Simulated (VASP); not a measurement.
# Te (P3_121) in VASP: a series of runs

The runs below take Te through single point, with r2SCAN.

Program: VASP 6.6.1. These are calculated values, not measurements. Logs are shortened: lines on timing, memory, paths and dates and some standing lists are left out, and cuts for length are marked.

### 1 The cell of the first run

The structure is trigonal, space group P3_121 (No. 152). The conventional cell has a = 4.394 Å, b = 4.394 Å, c = 5.844 Å, α = 90.00°, β = 90.00°, γ = 120.00°. Within 3.7 Å of Te (site symmetry 2) lie 6 Te at 2.83 to 3.42 Å.

### 2 Single point, r2SCAN

The input, POSCAR:

```
Te
1.0
    4.3938034316      0.0000000000      0.0000000000
   -2.1969017158      3.8051453911      0.0000000000
    0.0000000000      0.0000000000      5.8439361313
Te
3
Direct
    0.7310000000      0.7310000000      0.0000000000
    0.0000000000      0.2690000000      0.6666666667
    0.2690000000      0.0000000000      0.3333333333
```

The input, INCAR.step1:

```
SYSTEM = Te
PREC = Accurate ; ENCUT = 520
ISMEAR = -1 ; SIGMA = 0.05
LREAL = .FALSE. ; LASPH = .TRUE.
NELM = 60 ; NBANDS = 16
GGA = PE ; ALGO = Normal
EDIFF = 1E-4 ; LWAVE = .TRUE.
LCHARG = .FALSE.
```

The input, INCAR.step2:

```
SYSTEM = Te
PREC = Accurate ; ENCUT = 520
EDIFF = 1E-6 ; ISMEAR = -1
SIGMA = 0.05 ; LREAL = .FALSE.
LASPH = .TRUE. ; NELM = 60
ALGO = Normal ; ISIF = 2
LWAVE = .FALSE. ; LCHARG = .TRUE.
METAGGA = R2SCAN ; LMIXTAU = .TRUE.
LELF = .TRUE. ; LVHAR = .TRUE.
NBANDS = 16 ; ISTART = 1
```

The input, KPOINTS:

```
regular mesh
0
G
  7 7 5
  0 0 0
```

Potentials or basis: VASP PAW PBE potentials, release 64 (Te).

Started as:

```console
cat potpaw_PBE.64/Te/POTCAR > POTCAR
cp INCAR.step1 INCAR
mpirun -np 1 vasp_std > vasp.out
cp INCAR.step2 INCAR
mpirun -np 1 vasp_std > vasp.out
```

OUTCAR:

```text
SYSTEM = Te
   PREC = Accurate
   ENCUT = 520
   EDIFF = 1E-6
   ISMEAR = -1
   LREAL = .FALSE.
   LASPH = .TRUE.
   NELM = 60
   ISIF = 2
   METAGGA = R2SCAN
   ISTART = 1

 ion  position               nearest neighbor table
   1  0.731  0.731  0.000-   3 2.83   2 2.83   3 3.42   2 3.42   2 3.42   3 3.42
   2  0.000  0.269  0.667-   1 2.83   3 2.83   1 3.42   1 3.42   3 3.42   3 3.42
   3  0.269  0.000  0.333-   1 2.83   2 2.83   1 3.42   1 3.42   2 3.42   2 3.42

  LATTYP: Found a hexagonal cell.
 ALAT       =     4.3938034316
 C/A-ratio  =     1.3300404131

  Lattice vectors:

 A1 = (   4.3938034316,   0.0000000000,   0.0000000000)
 A2 = (  -2.1969017158,   3.8051453911,   0.0000000000)
 A3 = (   0.0000000000,   0.0000000000,   5.8439361313)

Analysis of symmetry for initial positions (statically):
=====================================================================
 Subroutine PRICEL returns:
 Original cell was already a primitive cell.

 Routine SETGRP: Setting up the symmetry group for a
 hexagonal supercell.

 Subroutine GETGRP returns: Found  6 space group operations
 (whereof  2 operations were pure point group operations)
 out of a pool of 24 trial point group operations.

The static configuration has the point symmetry C_2 .
 The point group associated with its full space group is D_3 .

Analysis of symmetry for dynamics (positions and initial velocities):
=====================================================================
 Subroutine PRICEL returns:
 Original cell was already a primitive cell.

 Routine SETGRP: Setting up the symmetry group for a
 hexagonal supercell.

 Subroutine GETGRP returns: Found  6 space group operations
 (whereof  2 operations were pure point group operations)
 out of a pool of 24 trial point group operations.

The dynamic configuration has the point symmetry C_2 .
 The point group associated with its full space group is D_3 .

 Subroutine INISYM returns: Found  6 space group operations
 (whereof  2 operations are pure point group operations),
 and found     1 'primitive' translations

----------------------------------------------------------------------------------------

                                     Primitive cell

  volume of cell :      97.7051

  direct lattice vectors                    reciprocal lattice vectors
     4.393803432  0.000000000  0.000000000     0.227593249  0.131401024  0.000000000
    -2.196901716  3.805145391  0.000000000     0.000000000  0.262802048  0.000000000
[... 78 lines left out ...]
   PREC   = accura    normal or accurate (medium, high low for compatibility)
   ISTART =      1    job   : 0-new  1-cont  2-samecut
   ICHARG =      0    charge: 1-file 2-atom 10-const
   ISPIN  =      1    spin polarized calculation?
   LNONCOLLINEAR =      F non collinear calculations
   LSORBIT =      F    spin-orbit coupling
   LASPH  =      T    aspherical Exc in radial PAW
   ENCUT  =  520.0 eV  38.22 Ry    6.18 a.u.   8.17  8.17 10.87*2*pi/ulx,y,z
   NELM   =     60;   NELMIN=  2; NELMDL=  0     # of ELM steps
   EDIFF  = 0.1E-05   stopping-criterion for ELM
   LREAL  =      F    real-space projection
   EDIFFG = 0.1E-04   stopping-criterion for IOM
   NSW    =      0    number of steps for IOM
   IBRION =     -1    ionic relax: 0-MD 1-quasi-New 2-CG
   NFREE  =      0    steps in history (QN), initial steepest desc. (CG)
   ISIF   =      2    stress and relaxation
   ISYM   =      2    0-nonsym 1-usesym 2-fastsym
   POTIM  = 0.5000    time-step for ionic-motion
   TEBEG  =    0.0;   TEEND  =   0.0 temperature during run
   PSTRESS=    0.0 pullay stress
   NELECT =      18.0000    total number of electrons
   NUPDOWN=      -1.0000    fix difference up-down
   EMIN   =  10.00;   EMAX   =-10.00  energy-range for DOS
[... 5 lines left out ...]
     AMIX     =   0.40;   BMIX     =  1.00
     AMIX_MAG =   1.60;   BMIX_MAG =  1.00
  volume/ion in A,a.u.               =      32.57       219.78
  Fermi-wavevector in a.u.,A,eV,Ry     =   0.931522  1.760322 11.806233  0.867734
  Thomas-Fermi vector in A             =   2.058024
   LORBIT       =      0    0 simple, 1 ext, 2 COOP (PROOUT), +10 PAW based schemes
   METAGGA = R2SCAN    functional components
   LHFCALC =     F    Hartree Fock is set to
   AEXX    =    0.0000 exact exchange contribution
   IVDW    =     0    specifies the selected vdW correction
   LEPSILON=     F    determine dielectric tensor
   LRPA    =     F    only Hartree local field effects (RPA)
 non-spin polarized calculation
  energy-cutoff  :      520.00
  volume of cell :       97.71
 maximum number of plane-waves:      2655
 NGX is ok and might be reduce to    36
   NGX = 17   NGY = 17   NGZ = 21

 number of electron      18.0000000 magnetization

 Free energy of the ion-electron system (eV)
  ---------------------------------------------------
  ext. energy  EPLUGINS =         0.00000000
  ---------------------------------------------------
  free energy    TOTEN  =       -76.17112922 eV

  energy without entropy =      -76.17109415  energy(sigma->0) =      -76.17111169

 E-fermi :   6.5901     XC(G=0):  -9.6873

 val. band max:        6.1948937420   @ k =   0.2857   0.2857   0.4000
 cond. band min:       6.9056208893   @ k =   0.0000   0.0000   0.4000
 fundamental gap:      0.7107271473
 Fermi energy:         6.5901421551

 k-point     1 :       0.0000    0.0000    0.0000
  band No.  band energies     occupation
      1      -8.1712      2.00000
      2      -4.4431      2.00000
      3      -4.4431      2.00000
      4       2.9455      2.00000
      5       3.4234      2.00000
      6       3.4234      2.00000
[... 433 lines left out ...]
      3      -3.2547      2.00000
      4       1.3654      2.00000
      5       2.5426      2.00000
      6       2.7777      2.00000
[... 8 lines left out ...]
     15      12.7330      0.00000
     16      13.4222      0.00000

 [... further k-points ...]
[... 5 lines left out ...]
  --------------------------------------------------------------------------------------
  -------------------------------------------------------------------------------------
  Total        1.7785302      1.7785302      2.4249740      0.0000000      0.0000000      0.0000000
  in kB       29.1644964     29.1644964     39.7649391      0.0000000      0.0000000      0.0000000
  external PRESSURE =      32.6979773 kB  Pullay stress =       0.0000000 kB

 VOLUME and BASIS-vectors are now :
 -----------------------------------------------------------------------------
  energy-cutoff  :      520.00
  volume of cell :       97.71
      direct lattice vectors                 reciprocal lattice vectors
     4.393803432  0.000000000  0.000000000     0.227593249  0.131401024  0.000000000
    -2.196901716  3.805145391  0.000000000     0.000000000  0.262802048  0.000000000
     0.000000000  0.000000000  5.843936131     0.000000000  0.000000000  0.171117544

 POSITION                                       TOTAL-FORCE (eV/Angst)
 -----------------------------------------------------------------------------------
      1.60594      2.78156      0.00000        -0.084316     -0.146040      0.000000
     -0.59097      1.02358      3.89596        -0.084316      0.146040     -0.000000
      1.18193      0.00000      1.94798         0.168633      0.000000      0.000000
 -----------------------------------------------------------------------------------
    total drift:                                0.000000      0.000001      0.000000

  FREE ENERGIE OF THE ION-ELECTRON SYSTEM (eV)
  ---------------------------------------------------
  free  energy   TOTEN  =       -76.1711292179 eV

  energy  without entropy=      -76.1710941533  energy(sigma->0) =      -76.17111169
```

Wall time 2.4 min (1 thread of Intel Xeon Platinum 8488C (Sapphire Rapids), shared host); peak memory 0.26 GiB.

Results:

- Free energy: -76.1711 eV
- Pressure: 3.3 GPa
- Largest force: 0.169 eV/Å
- Band gap on the k mesh: 0.71 eV, indirect (least direct gap 0.96 eV)

Forces on the atoms (eV/Å):
```
Te  -0.084 -0.146  0.000
Te  -0.084  0.146  0.000
Te   0.169  0.000  0.000
```

Stress tensor (GPa, compression positive):
```
2.92 0.00 0.00
0.00 2.92 0.00
0.00 0.00 3.98
```

Caveat: the PAW data sets were made with another functional, which shifts forces and pressure a little; spin-orbit coupling is left out, which moves the levels of the heavy elements. r2SCAN opens gaps a little over a GGA but as a rule still falls short of measured ones.

### 3 Single point, r2SCAN

This run uses another cell than the first one, of 33.25 Å³/atom, 1.021 times its volume.

The input, POSCAR:

```
Te
1.0
    4.4241064818      0.0000000000      0.0000000000
   -2.2120532409      3.8313886024      0.0000000000
    0.0000000000      0.0000000000      5.8842404128
Te
3
Direct
    0.7310000000      0.7310000000      0.0000000000
    0.0000000000      0.2690000000      0.6666666667
    0.2690000000      0.0000000000      0.3333333333
```

The input, INCAR.step1:

```
PREC     = Accurate       # precision mode
ENCUT    = 520            # plane-wave cutoff, eV
ISMEAR   = -1             # smearing method
SIGMA    = 0.05           # smearing width, eV
LREAL    = False          # projectors in reciprocal space
LASPH    = True           # aspherical terms in the spheres
NELM     = 60             # most SCF steps
NBANDS   = 16             # bands
GGA      = PE             # functional
ALGO     = Normal         # electronic algorithm
EDIFF    = 1E-4           # SCF threshold, eV
LWAVE    = True           # write WAVECAR
LCHARG   = False          # write CHGCAR
```

The input, INCAR.step2:

```
PREC     = Accurate       # precision mode
ENCUT    = 520            # plane-wave cutoff, eV
EDIFF    = 1E-7           # SCF threshold, eV
ISMEAR   = -1             # smearing method
SIGMA    = 0.05           # smearing width, eV
LREAL    = False          # projectors in reciprocal space
LASPH    = True           # aspherical terms in the spheres
NELM     = 60             # most SCF steps
ALGO     = Normal         # electronic algorithm
ISIF     = 2              # what is computed and relaxed
LWAVE    = False          # write WAVECAR
LCHARG   = True           # write CHGCAR
METAGGA  = R2SCAN         # meta-GGA
LMIXTAU  = True         
LELF     = True           # ELF
LVHAR    = True         
NBANDS   = 16             # bands
ISTART   = 1
```

The input, KPOINTS:

```
regular mesh
0
Gamma
  7 7 5
```

Potentials or basis: VASP PAW PBE potentials, release 64 (Te).

Started as:

```console
cat potpaw_PBE.64/Te/POTCAR > POTCAR
cp INCAR.step1 INCAR
mpirun -np 1 vasp_std > vasp.out
cp INCAR.step2 INCAR
mpirun -np 1 vasp_std > vasp.out
```

It took 3 min on 1 thread of Intel Xeon Platinum 8488C (Sapphire Rapids), shared host; peak memory 0.26 GiB.

The run converged. Its results:

* Free energy: -76.2048 eV
* Pressure: 2.0 GPa
* Largest force: 0.049 eV/Å
* Band gap on the k mesh: 0.73 eV, indirect (least direct gap 0.94 eV)

Forces on the atoms (eV/Å):
```
Te  -0.025 -0.043  0.000
Te  -0.025  0.043  0.000
Te   0.049  0.000  0.000
```

Stress tensor (GPa, compression positive):
```
1.85 0.00 0.00
0.00 1.85 0.00
0.00 0.00 2.38
```

Levels at points of the mesh, in eV from the valence-band top:
```tsv
k point	band 6	band 7	band 8	band 9	band 10	band 11	band 12	band 13
(0.00, 0.00, 0.00)	-2.73	-1.64	-1.64	-0.81	1.29	1.29	1.93	5.46
```

Caveat: the PAW data sets were made with another functional, which shifts forces and pressure a little; spin-orbit coupling is left out, which moves the levels of the heavy elements.

### 4 Single point, r2SCAN

This run uses another cell than the first one, of 33.93 Å³/atom, 1.042 times its volume.

The input, POSCAR:

```
Te
1.0
    4.4540000000      0.0000000000      0.0000000000
   -2.2270000000      3.8572771485      0.0000000000
    0.0000000000      0.0000000000      5.9240000000
Te
3
Direct
    0.7310000000      0.7310000000      0.0000000000
    0.0000000000      0.2690000000      0.6666666667
    0.2690000000      0.0000000000      0.3333333333
```

INCAR.step1 is that of step 3.

INCAR.step2 is that of step 3.

The input, KPOINTS:

```
Automatic mesh
0
Gamma
  7 7 5
```

Potentials or basis: VASP PAW PBE potentials, release 64 (Te).

Started as:

```console
cat potpaw_PBE.64/Te/POTCAR > POTCAR
cp INCAR.step1 INCAR
mpirun -np 1 vasp_std > vasp.out
cp INCAR.step2 INCAR
mpirun -np 1 vasp_std > vasp.out
```

OUTCAR:

```text
PREC = Accurate
   ENCUT = 520
   EDIFF = 1E-7
   ISMEAR = -1
   LREAL = False
   LASPH = True
   NELM = 60
   ISIF = 2
   METAGGA = R2SCAN
   ISTART = 1

 ion  position               nearest neighbor table
   1  0.731  0.731  0.000-   3 2.86   2 2.86   3 3.47   2 3.47   2 3.47   3 3.47
   2  0.000  0.269  0.667-   1 2.86   3 2.86   1 3.47   1 3.47   3 3.47   3 3.47
   3  0.269  0.000  0.333-   1 2.86   2 2.86   1 3.47   1 3.47   2 3.47   2 3.47

  LATTYP: Found a hexagonal cell.
 ALAT       =     4.4540000000
 C/A-ratio  =     1.3300404131

  Lattice vectors:
[... 649 lines left out ...]

  FORCE on cell =-STRESS in cart. coord.  units (eV):
  Direction    XX          YY          ZZ          XY          YZ          ZX
  --------------------------------------------------------------------------------------
  -------------------------------------------------------------------------------------
  Total        0.5668924      0.5668924      0.6094447     -0.0000000      0.0000000     -0.0000000
  in kB        8.9241146      8.9241146      9.5939799     -0.0000000      0.0000000     -0.0000000
  external PRESSURE =       9.1474031 kB  Pullay stress =       0.0000000 kB

 VOLUME and BASIS-vectors are now :
 -----------------------------------------------------------------------------
  energy-cutoff  :      520.00
  volume of cell :      101.78
      direct lattice vectors                 reciprocal lattice vectors
     4.454000000  0.000000000  0.000000000     0.224517288  0.129625117  0.000000000
    -2.227000000  3.857277149  0.000000000     0.000000000  0.259250233  0.000000000
     0.000000000  0.000000000  5.924000000     0.000000000  0.000000000  0.168804862

 POSITION                                       TOTAL-FORCE (eV/Angst)
 -----------------------------------------------------------------------------------
      1.62794      2.81967      0.00000         0.030787      0.053325     -0.000000
     -0.59906      1.03761      3.94933         0.030787     -0.053325     -0.000000
      1.19813      0.00000      1.97467        -0.061574     -0.000000      0.000000
 -----------------------------------------------------------------------------------
    total drift:                                0.000000      0.000000      0.000000

  FREE ENERGIE OF THE ION-ELECTRON SYSTEM (eV)
  ---------------------------------------------------
  free  energy   TOTEN  =       -76.2234560676 eV

  energy  without entropy=      -76.2234264092  energy(sigma->0) =      -76.22344124
```

Wall time 2.9 min (1 thread of Intel Xeon Platinum 8488C (Sapphire Rapids), shared host); peak memory 0.26 GiB.

What came out:

| Item | Value |
| --- | --- |
| Free energy | -76.2235 eV |
| Pressure | 0.9 GPa |
| Largest force | 0.062 eV/Å |
| Band gap on the k mesh | 0.75 eV, indirect (least direct gap 0.93 eV) |

Forces in eV/Å, atoms in the order of the input:
```
Te   0.031  0.053  0.000
Te   0.031 -0.053  0.000
Te  -0.062  0.000  0.000
```

Levels at points of the mesh, in eV from the valence-band top:
```csv
k point,band 6,band 7,band 8,band 9,band 10,band 11,band 12,band 13
"(0.00, 0.00, 0.00)",-2.69,-1.59,-1.59,-0.77,1.28,1.28,1.92,5.51
```

Caveat: the PAW data sets were made with another functional, which shifts forces and pressure a little; spin-orbit coupling is left out, which moves the levels of the heavy elements.

### 5 The runs side by side

```csv
cell,gap on the mesh (eV),pressure (GPa),largest force (eV/Å)
"a = 4.394, b = 4.394, c = 5.844 Å, angles 90.0, 90.0, 120.0°, 3 atoms",0.71,3.3,0.17
"a = 4.424, b = 4.424, c = 5.884 Å, angles 90.0, 90.0, 120.0°, 3 atoms",0.73,2.0,0.05
"a = 4.454, b = 4.454, c = 5.924 Å, angles 90.0, 90.0, 120.0°, 3 atoms",0.75,0.9,0.06
```

Alike in all rows: task single point; level r2SCAN; potentials or basis VASP PAW PBE potentials, release 64 (Te); no spin polarisation; k mesh 7 × 7 × 5; cutoff (eV) 520; smearing fermi-dirac 0.05 eV.

Caveats: the PAW data sets were made with another functional, which shifts forces and pressure a little; spin-orbit coupling is left out, which moves the levels of the heavy elements.

Total energies depend on the potentials used, so only differences within one code and one set of settings carry meaning.
